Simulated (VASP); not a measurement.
# Co (P6_3/mmc) in VASP: settings compared, part 2 of 2

VASP 6.6.1. Earlier steps stand in the parts before.

## Step 5: Electric field gradients, PBE, collinear spin, ferromagnetic start (10.90 Å³/atom)

This run uses another cell than the first one, of 10.90 Å³/atom.

The input, INCAR:

```
SYSTEM = Co
PREC = Accurate ; ENCUT = 520
EDIFF = 1E-8 ; ISMEAR = -1
SIGMA = 0.05 ; LREAL = .FALSE.
LASPH = .TRUE. ; NELM = 150
ALGO = Normal ; ISIF = 2
LWAVE = .FALSE. ; LCHARG = .FALSE.
ISPIN = 2 ; MAGMOM = 2 2
LORBIT = 11 ; LMAXMIX = 4
GGA = PE ; LEFG = .TRUE.
NBANDS = 20
```

The input, KPOINTS:

```
Automatic mesh
0
G
  19 19 10
  0 0 0
```

The input, POSCAR:

```
Co
1.0
    2.4935546764      0.0000000000      0.0000000000
   -1.2467773382      2.1594816955      0.0000000000
    0.0000000000      0.0000000000      4.0496739422
Co
2
Direct
    0.3333333333      0.6666666667      0.2500000000
    0.6666666667      0.3333333333      0.7500000000
```

Potentials or basis: VASP PAW PBE potentials, release 64 (Co).

Run with:

```sh
$ cat potpaw_PBE.64/Co/POTCAR > POTCAR
$ mpirun -np 1 vasp_std > vasp.out
```

OUTCAR:

```text
SYSTEM = Co
   PREC = Accurate
   ENCUT = 520
   EDIFF = 1E-8
   ISMEAR = -1
   LREAL = .FALSE.
   LASPH = .TRUE.
   NELM = 150
   ISIF = 2
   ISPIN = 2
   LORBIT = 11
   GGA = PE

 ion  position               nearest neighbor table
   1  0.333  0.667  0.250-   2 2.48   2 2.48   2 2.48   2 2.48   2 2.48   2 2.48
   2  0.667  0.333  0.750-   1 2.48   1 2.48   1 2.48   1 2.48   1 2.48   1 2.48

  LATTYP: Found a hexagonal cell.
 ALAT       =     2.4935546764
 C/A-ratio  =     1.6240566050

  Lattice vectors:

 A1 = (   2.4935546764,   0.0000000000,   0.0000000000)
 A2 = (  -1.2467773382,   2.1594816955,   0.0000000000)
 A3 = (   0.0000000000,   0.0000000000,   4.0496739422)

Analysis of symmetry for initial positions (statically):
=====================================================================
 Subroutine PRICEL returns:
 Original cell was already a primitive cell.

 Routine SETGRP: Setting up the symmetry group for a
 hexagonal supercell.

 Subroutine GETGRP returns: Found 24 space group operations
 (whereof 12 operations were pure point group operations)
[... 1324 lines left out ...]
    total drift:                               -0.000000     -0.000000     -0.000000

  FREE ENERGIE OF THE ION-ELECTRON SYSTEM (eV)
  ---------------------------------------------------
  free  energy   TOTEN  =       -14.0764713466 eV

  energy  without entropy=      -14.0613697347  energy(sigma->0) =      -14.06892054

 Electric field gradients (V/A^2)
---------------------------------------------------------------------
 ion       V_xx      V_yy      V_zz      V_xy      V_xz      V_yz
---------------------------------------------------------------------
   1       1.000     0.998    -1.998    -0.001     0.000    -0.000
   2       1.000     0.998    -1.998    -0.001    -0.000     0.000
---------------------------------------------------------------------

 Electric field gradients after diagonalization (V/A^2)
 (convention: |V_zz| > |V_xx| > |V_yy|)
----------------------------------------------------------------------
 ion       V_xx      V_yy      V_zz     asymmetry (V_yy - V_xx)/ V_zz
----------------------------------------------------------------------
   1       1.001     0.997    -1.998       0.002
   2       1.001     0.997    -1.998       0.002
----------------------------------------------------------------------

           NMR quadrupolar parameters

 Cq : quadrupolar parameter    Cq=e*Q*V_zz/h
 eta: asymmetry parameters     (V_yy - V_xx)/ V_zz
 Q  : nuclear electric quadrupole moment in mb (millibarn)
----------------------------------------------------------------------
 ion       Cq(MHz)       eta       Q (mb)
----------------------------------------------------------------------
   1      -0.005       0.002       1.000
   2      -0.005       0.002       1.000
----------------------------------------------------------------------

 total charge

# of ion       s       p       d       tot
------------------------------------------
    1        0.487   0.517   7.260   8.263
    2        0.487   0.517   7.260   8.263
--------------------------------------------------
tot          0.973   1.034  14.520  16.526

 magnetization (x)

# of ion       s       p       d       tot
------------------------------------------
    1       -0.015  -0.054   1.702   1.633
    2       -0.015  -0.054   1.702   1.633
--------------------------------------------------
tot         -0.030  -0.109   3.404   3.265
```

OSZICAR:

```text
N       E                     dE             d eps       ncg     rms          rms(c)
DAV:   1     0.852776276948E+02    0.85278E+02   -0.82074E+03 20184   0.123E+03
DAV:   2    -0.116059664672E+02   -0.96884E+02   -0.87220E+02 19444   0.216E+02
DAV:   3    -0.160833803207E+02   -0.44774E+01   -0.42884E+01 21792   0.562E+01
DAV:   4    -0.161511088145E+02   -0.67728E-01   -0.67676E-01 23692   0.607E+00
DAV:   5    -0.161530336754E+02   -0.19249E-02   -0.19248E-02 22268   0.967E-01    0.148E+01
DAV:   6    -0.145127594034E+02    0.16403E+01   -0.75167E+00 21764   0.560E+01    0.689E+00
DAV:   7    -0.141113140700E+02    0.40145E+00   -0.11777E+00 22436   0.203E+01    0.378E+00
DAV:   8    -0.140914997086E+02    0.19814E-01   -0.15686E-02 25224   0.124E+00    0.173E+00
DAV:   9    -0.140769609344E+02    0.14539E-01   -0.32078E-03 30904   0.100E+00    0.453E-01
DAV:  10    -0.140765185005E+02    0.44243E-03   -0.52835E-04 24884   0.273E-01    0.138E-01
DAV:  11    -0.140764732100E+02    0.45291E-04   -0.80731E-05 28776   0.141E-01    0.279E-02
DAV:  12    -0.140764724996E+02    0.71040E-06   -0.89081E-06 20500   0.281E-02    0.161E-02
DAV:  13    -0.140764717098E+02    0.78984E-06   -0.17557E-06 28732   0.145E-02    0.712E-03
DAV:  14    -0.140764716722E+02    0.37543E-07   -0.33959E-07 20800   0.472E-03    0.267E-03
DAV:  15    -0.140764712880E+02    0.38422E-06   -0.11892E-08 18608   0.177E-03    0.966E-04
DAV:  16    -0.140764713101E+02   -0.22157E-07   -0.43101E-09 10756   0.770E-04    0.429E-04
DAV:  17    -0.140764713421E+02   -0.31905E-07   -0.86546E-10  9972   0.242E-04    0.377E-05
DAV:  18    -0.140764713466E+02   -0.45736E-08   -0.26032E-10  9908   0.146E-04
   1 F= -.14076471E+02 E0= -.14068921E+02  d E =-.151016E-01  mag=     3.2227
```

stdout:

```text
POSCAR found type information on POSCAR Co
 POSCAR found :  1 types and       2 ions
 scaLAPACK will be used
 LDA part: xc-table for (Slater+PW92), standard interpolation
 POSCAR, INCAR and KPOINTS ok, starting setup
 FFT: planning ... GRIDC
 FFT: planning ... GRID_SOFT
 FFT: planning ... GRID
 WAVECAR not read
 entering main loop
ion   1

ion   2
```

It took 4.2 min on 1 thread of Intel Xeon Platinum 8259CL at 2.50GHz (Skylake/Cascade Lake), shared host; peak memory 0.26 GiB.

What came out:

- Free energy: -14.0765 eV
- Pressure: -1.5 GPa
- Net moment: 3.22 μB per cell
- Site moments: Co +1.63 μB
- Largest electric field gradient by atom: Co -2.0 V/Å²
- Valence electrons inside the program's atomic spheres: Co 8.26

Stress tensor (GPa, compression positive):
```
-0.93  0.00  0.00
 0.00 -0.93  0.00
 0.00  0.00 -2.56
```

Electric field gradients, principal values (V/Å²):
```csv
atom,least,middle,greatest (by size)
1 Co,0.997,1.001,-1.998
2 Co,0.997,1.001,-1.998
```

Caveat: without QUAD_EFG the Cq values of the log hold for a quadrupole moment of 1 mb, not for the nuclei.

## Step 6: The runs side by side

```tsv
level	cell	gap on the mesh (eV)	pressure (GPa)	moment (μB)
PBEsol	a = 2.519, b = 2.519, c = 4.091 Å, angles 90.0, 90.0, 120.0°, 2 atoms	none	-16.6	3.27
PBE	a = 2.527, b = 2.527, c = 4.105 Å, angles 90.0, 90.0, 120.0°, 2 atoms	none	-8.9	3.29
PBE	a = 2.536, b = 2.536, c = 4.118 Å, angles 90.0, 90.0, 120.0°, 2 atoms	none	-10.5	3.30
PBE	a = 2.494, b = 2.494, c = 4.050 Å, angles 90.0, 90.0, 120.0°, 2 atoms	none	-1.5	3.22
```

Alike in all rows: task electric field gradients; potentials or basis VASP PAW PBE potentials, release 64 (Co); spin collinear, ferromagnetic start; k mesh 19 × 19 × 10; cutoff (eV) 520; smearing fermi-dirac 0.05 eV.

Caveats: the cell stands under tension (at least some runs); the PAW data sets were made with another functional, which shifts forces and pressure a little (at least some runs).

Absolute energies hang on the potentials; compare differences alone.
